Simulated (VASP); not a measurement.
# Al (Im-3m) in VASP: further runs

Runs on Al. Level: LDA. Tasks: single point.

Everything below comes from runs of VASP 6.6.1. Logs are shortened: lines on timing, memory, paths and dates and some standing lists are left out, and cuts for length are marked.

## Step 1: The cell of the first run

It takes space group Im-3m (No. 229, cubic). The conventional cell has a = 2.804 Å, b = 2.804 Å, c = 2.804 Å, α = 90.00°, β = 90.00°, γ = 90.00°. Within 3.2 Å of Al (site symmetry m-3m) lie 14 Al at 2.43 to 2.80 Å.

This isn't the form of Al at room conditions, which is fcc.

## Step 2: Single point, LDA (11.02 Å³/atom)

INCAR reads:

```
PREC     = Accurate       # precision mode
ENCUT    = 500            # plane-wave cutoff, eV
EDIFF    = 1E-6           # SCF threshold, eV
ISMEAR   = -1             # smearing method
SIGMA    = 0.08           # smearing width, eV
LREAL    = F              # projectors in reciprocal space
LASPH    = T              # aspherical terms in the spheres
NELM     = 120            # most SCF steps
ALGO     = Normal         # electronic algorithm
ISIF     = 2              # what is computed and relaxed
LWAVE    = F              # write WAVECAR
LCHARG   = F              # write CHGCAR
GGA      = CA             # functional
NBANDS   = 8              # bands
GGA_COMPAT= F
```

KPOINTS reads:

```
regular mesh
0
Gamma
  19 19 19
```

POSCAR reads:

```
Al
1.0
   -1.4020362215      1.4020362215      1.4020362215
    1.4020362215     -1.4020362215      1.4020362215
    1.4020362215      1.4020362215     -1.4020362215
Al
1
Direct
    0.0000000000      0.0000000000      0.0000000000
```

Potentials or basis: VASP PAW LDA potentials, release 64 (Al).

Launch:

```
cat potpaw_LDA.64/Al/POTCAR > POTCAR
mpirun -np 1 vasp_std > vasp.out
```

OUTCAR:

```text
PREC = Accurate
   ENCUT = 500
   EDIFF = 1E-6
   ISMEAR = -1
   LREAL = F
   LASPH = T
   NELM = 120
   ISIF = 2
   GGA = CA

 ion  position               nearest neighbor table
   1  0.000  0.000  0.000-

  LATTYP: Found a body centered cubic cell.
 ALAT       =     2.8040724430

  Lattice vectors:

 A1 = (  -1.4020362215,   1.4020362215,   1.4020362215)
 A2 = (   1.4020362215,  -1.4020362215,   1.4020362215)
 A3 = (   1.4020362215,   1.4020362215,  -1.4020362215)

Analysis of symmetry for initial positions (statically):
=====================================================================
 Subroutine PRICEL returns:
 Original cell was already a primitive cell.

 Routine SETGRP: Setting up the symmetry group for a
 body centered cubic supercell.

 Subroutine GETGRP returns: Found 48 space group operations
 (whereof 48 operations were pure point group operations)
 out of a pool of 48 trial point group operations.

The static configuration has the point symmetry O_h .

Analysis of symmetry for dynamics (positions and initial velocities):
=====================================================================
 Subroutine PRICEL returns:
 Original cell was already a primitive cell.

 Routine SETGRP: Setting up the symmetry group for a
 body centered cubic supercell.

 Subroutine GETGRP returns: Found 48 space group operations
 (whereof 48 operations were pure point group operations)
 out of a pool of 48 trial point group operations.

The dynamic configuration has the point symmetry O_h .

 Subroutine INISYM returns: Found 48 space group operations
 (whereof 48 operations are pure point group operations),
 and found     1 'primitive' translations

----------------------------------------------------------------------------------------

                                     Primitive cell

  volume of cell :      11.0240

  direct lattice vectors                    reciprocal lattice vectors
    -1.402036221  1.402036221  1.402036221     0.000000000  0.356624167  0.356624167
     1.402036221 -1.402036221  1.402036221     0.356624167  0.000000000  0.356624167
     1.402036221  1.402036221 -1.402036221     0.356624167  0.356624167  0.000000000

  length of vectors
     2.428397970  2.428397970  2.428397970     0.504342734  0.504342734  0.504342734

  position of ions in fractional coordinates (direct lattice)
     0.000000000  0.000000000  0.000000000

  ion indices of the primitive-cell ions
   primitive index   ion index
                 1           1

----------------------------------------------------------------------------------------

 KPOINTS: regular mesh

Automatic generation of k-mesh.
 Grid dimensions read from file:
 generate k-points for:   19   19   19

 Generating k-lattice:

  Cartesian coordinates                     Fractional coordinates (reciprocal lattice)
     0.000000000  0.018769693  0.018769693     0.052631579  0.000000000  0.000000000
     0.018769693  0.000000000  0.018769693     0.000000000  0.052631579  0.000000000
     0.018769693  0.018769693  0.000000000     0.000000000  0.000000000  0.052631579

  Length of vectors
     0.026544354  0.026544354  0.026544354

  Shift w.r.t. Gamma in fractional coordinates (k-lattice)
     0.000000000  0.000000000  0.000000000

 Subroutine IBZKPT returns following result:
 ===========================================

 Found    220 irreducible k-points:

 Following reciprocal coordinates:
            Coordinates               Weight
  0.000000  0.000000  0.000000      1.000000
  0.052632  0.000000  0.000000     12.000000
  0.105263  0.000000  0.000000     12.000000
  0.157895  0.000000  0.000000     12.000000
  0.210526  0.000000  0.000000     12.000000
  0.263158  0.000000  0.000000     12.000000
[... 16 lines left out ...]
  0.263158  0.105263  0.000000     48.000000
  0.315789  0.105263  0.000000     48.000000
 [... further k-points ...]
   k-points           NKPTS =    220   k-points in BZ     NKDIM =    220   number of bands    NBANDS=      8
   number of dos      NEDOS =    301   number of ions     NIONS =      1
   total plane-waves  NPLWV =   5832
   dimension x,y,z NGX =    18 NGY =   18 NGZ =   18
   dimension x,y,z NGXF=    36 NGYF=   36 NGZF=   36
   ions per type =               1
   NGX,Y,Z   is equivalent  to a cutoff of  12.32, 12.32, 12.32 a.u.
   NGXF,Y,Z  is equivalent  to a cutoff of  24.65, 24.65, 24.65 a.u.
 SYSTEM =  unknown system
   PREC   = accura    normal or accurate (medium, high low for compatibility)
   ISTART =      0    job   : 0-new  1-cont  2-samecut
   ICHARG =      2    charge: 1-file 2-atom 10-const
   ISPIN  =      1    spin polarized calculation?
   LNONCOLLINEAR =      F non collinear calculations
   LSORBIT =      F    spin-orbit coupling
   LASPH  =      T    aspherical Exc in radial PAW
   ENCUT  =  500.0 eV  36.75 Ry    6.06 a.u.   4.43  4.43  4.43*2*pi/ulx,y,z
   NELM   =    120;   NELMIN=  2; NELMDL= -5     # of ELM steps
   EDIFF  = 0.1E-05   stopping-criterion for ELM
   LREAL  =      F    real-space projection
   EDIFFG = 0.1E-04   stopping-criterion for IOM
   NSW    =      0    number of steps for IOM
   IBRION =     -1    ionic relax: 0-MD 1-quasi-New 2-CG
   NFREE  =      0    steps in history (QN), initial steepest desc. (CG)
   ISIF   =      2    stress and relaxation
   ISYM   =      2    0-nonsym 1-usesym 2-fastsym
   POTIM  = 0.5000    time-step for ionic-motion
   TEBEG  =    0.0;   TEEND  =   0.0 temperature during run
   PSTRESS=    0.0 pullay stress
   NELECT =       3.0000    total number of electrons
   NUPDOWN=      -1.0000    fix difference up-down
   EMIN   =  10.00;   EMAX   =-10.00  energy-range for DOS
   EFERMI =   0.00;   METHOD = LEGACY
   ISMEAR =    -1;   SIGMA  =   0.08  broadening in eV -4-tet -1-fermi 0-gaus
   EFERMI_NEDOS =   21; number of points for ismear=-14 and -15
   IALGO  =     38    algorithm
   IMIX   =      4    mixing-type and parameters
     AMIX     =   0.40;   BMIX     =  1.00
     AMIX_MAG =   1.60;   BMIX_MAG =  1.00
  volume/ion in A,a.u.               =      11.02        74.39
  Fermi-wavevector in a.u.,A,eV,Ry     =   1.060888  2.004787 15.313118  1.125482
  Thomas-Fermi vector in A             =   2.196284
   LORBIT       =      0    0 simple, 1 ext, 2 COOP (PROOUT), +10 PAW based schemes
   GGA     = CA    functional components
   LHFCALC =     F    Hartree Fock is set to
   AEXX    =    0.0000 exact exchange contribution
   IVDW    =     0    specifies the selected vdW correction
   LEPSILON=     F    determine dielectric tensor
   LRPA    =     F    only Hartree local field effects (RPA)
 non-spin polarized calculation
  energy-cutoff  :      500.00
  volume of cell :       11.02
 maximum number of plane-waves:       321
 NGX is ok and might be reduce to    18
   NGX =  9   NGY =  9   NGZ =  9

 number of electron       3.0000000 magnetization

 Free energy of the ion-electron system (eV)
  ---------------------------------------------------
  ext. energy  EPLUGINS =         0.00000000
  ---------------------------------------------------
  free energy    TOTEN  =        -3.33550195 eV

  energy without entropy =       -3.32852541  energy(sigma->0) =       -3.33201368

 E-fermi :  12.7261     XC(G=0): -11.9339

 val. band max:       12.7190947898   @ k =  -0.3684   0.4737   0.2105
 cond. band min:      12.7647504144   @ k =  -0.4211   0.4211   0.2632
 fundamental gap:      0.0456556246
 Fermi energy:        12.7261329762

 k-point     1 :       0.0000    0.0000    0.0000
  band No.  band energies     occupation
      1      -1.4669      2.00000
      2      28.5704      0.00000
      3      28.5704      0.00000
      4      28.5704      0.00000
      5      32.4460      0.00000
      6      32.4460      0.00000
      7      34.2488      0.00000
      8      34.2488      0.00000

 k-point     2 :       0.0526    0.0000    0.0000
  band No.  band energies     occupation
      1      -1.3633      2.00000
      2      27.6720      0.00000
      3      28.1140      0.00000
      4      28.3128      0.00000
      5      31.4464      0.00000
      6      31.6767      0.00000
      7      34.3147      0.00000
      8      34.4897      0.00000

 k-point     3 :       0.1053    0.0000    0.0000
  band No.  band energies     occupation
      1      -1.0531      2.00000
      2      25.3812      0.00000
      3      27.0956      0.00000
      4      27.7075      0.00000
      5      30.4578      0.00000
      6      30.7978      0.00000
      7      34.3690      0.00000
      8      34.7346      0.00000

 k-point     4 :       0.1579    0.0000    0.0000
  band No.  band energies     occupation
      1      -0.5385      2.00000
      2      22.6884      0.00000
      3      25.9495      0.00000
      4      26.9993      0.00000
      5      29.3102      0.00000
      6      30.4046      0.00000
      7      34.5934      0.00000
      8      35.0481      0.00000

 k-point     5 :       0.2105    0.0000    0.0000
  band No.  band energies     occupation
      1       0.1770      2.00000
      2      19.9981      0.00000
      3      24.8678      0.00000
      4      26.3202      0.00000
      5      28.3099      0.00000
      6      29.9652      0.00000
      7      35.0944      0.00000
      8      35.4658      0.00000
[... 177 lines left out ...]
 k-point    22 :       0.2105    0.1053    0.0000
  band No.  band energies     occupation
      1       1.3901      2.00000
      2      17.5783      0.00000
      3      21.1418      0.00000
      4      25.1653      0.00000
      5      28.6855      0.00000
      6      31.4779      0.00000
      7      34.2965      0.00000
      8      37.7911      0.00000

 k-point    23 :       0.2632    0.1053    0.0000
  band No.  band energies     occupation
      1       2.4870      2.00000
      2      15.1813      0.00000
      3      20.3899      0.00000
      4      24.5869      0.00000
      5      28.1342      0.00000
      6      31.4384      0.00000
      7      34.5709      0.00000
      8      38.9464      0.00000

 k-point    24 :       0.3158    0.1053    0.0000
  band No.  band energies     occupation
      1       3.7631      2.00000
      2      12.9204      0.16199
      3      19.8275      0.00000
      4      24.1407      0.00000
      5      27.6817      0.00000
      6      31.2650      0.00000
      7      35.2336      0.00000
      8      39.8545      0.00000

 [... further k-points ...]

------------------------ aborting loop because EDIFF is reached ----------------------------------------

  FORCE on cell =-STRESS in cart. coord.  units (eV):
  Direction    XX          YY          ZZ          XY          YZ          ZX
  --------------------------------------------------------------------------------------
  -------------------------------------------------------------------------------------
  Total        4.5155246      4.5155246      4.5155246     -0.0000000      0.0000000      0.0000000
  in kB      656.2678130    656.2678130    656.2678130     -0.0000000      0.0000000      0.0000000
  external PRESSURE =     656.2678130 kB  Pullay stress =       0.0000000 kB

 VOLUME and BASIS-vectors are now :
 -----------------------------------------------------------------------------
  energy-cutoff  :      500.00
  volume of cell :       11.02
      direct lattice vectors                 reciprocal lattice vectors
    -1.402036221  1.402036221  1.402036221     0.000000000  0.356624167  0.356624167
     1.402036221 -1.402036221  1.402036221     0.356624167  0.000000000  0.356624167
     1.402036221  1.402036221 -1.402036221     0.356624167  0.356624167  0.000000000

 POSITION                                       TOTAL-FORCE (eV/Angst)
 -----------------------------------------------------------------------------------
      0.00000      0.00000      0.00000         0.000000     -0.000000      0.000000
 -----------------------------------------------------------------------------------
    total drift:                                0.000000      0.000000      0.000000

  FREE ENERGIE OF THE ION-ELECTRON SYSTEM (eV)
  ---------------------------------------------------
  free  energy   TOTEN  =        -3.3355019523 eV

  energy  without entropy=       -3.3285254056  energy(sigma->0) =       -3.33201368
```

Wall time 22 s (1 thread of Intel Xeon 8259CL, shared host); peak memory 0.12 GiB.

Results:

```
Free energy            : -3.3355 eV
Pressure               : 65.6 GPa
Band gap on the k mesh : zero (an odd number of electrons rules out a gap without spin polarisation)
```

Levels at points of the mesh, in eV from the Fermi level:
```
           k point  band 1  band 2  band 3  band 4  band 5
(0.00, 0.00, 0.00)  -14.19   15.84   15.84   15.84   19.72
```

Caveat: the cell stands under pressure.

## Step 3: Single point, LDA

INCAR reads:

```
SYSTEM = Al
ALGO     = Normal         ! electronic algorithm
EDIFF    = 1E-6           ! SCF threshold, eV
ENCUT    = 500            ! plane-wave cutoff, eV
GGA      = CA             ! functional
GGA_COMPAT= .FALSE.      
ISIF     = 2              ! what is computed and relaxed
ISMEAR   = -5             ! smearing method
LASPH    = .TRUE.         ! aspherical terms in the spheres
LCHARG   = .FALSE.        ! write CHGCAR
LREAL    = .FALSE.        ! projectors in reciprocal space
LWAVE    = .FALSE.        ! write WAVECAR
NBANDS   = 8              ! bands
NELM     = 120            ! most SCF steps
PREC     = Accurate       ! precision mode
SIGMA    = 0.1            ! smearing width, eV
```

KPOINTS reads:

```
k-points
0
G
  19 19 19
  0 0 0
```

POSCAR is that of step 2.

Potentials or basis: VASP PAW LDA potentials, release 64 (Al).

Launch:

```
cat potpaw_LDA.64/Al/POTCAR > POTCAR
mpirun -np 1 vasp_std > vasp.out
```

Run time: 31 s. Hardware: 1 thread of Intel Xeon 8259CL, shared host; peak memory 0.13 GiB.

It converged, with:

```yaml
Free_energy: -3.3326 eV
Pressure: 65.2 GPa
Band_gap_on_the_k_mesh: zero (an odd number of electrons rules out a gap without spin polarisation)
```

Levels at points of the mesh, in eV from the Fermi level:
```tsv
k point	band 1	band 2	band 3	band 4	band 5
(0.00, 0.00, 0.00)	-14.21	15.82	15.82	15.82	19.70
```

Caveat: the cell stands under pressure; tetrahedron occupations give inexact forces and stress in metals.
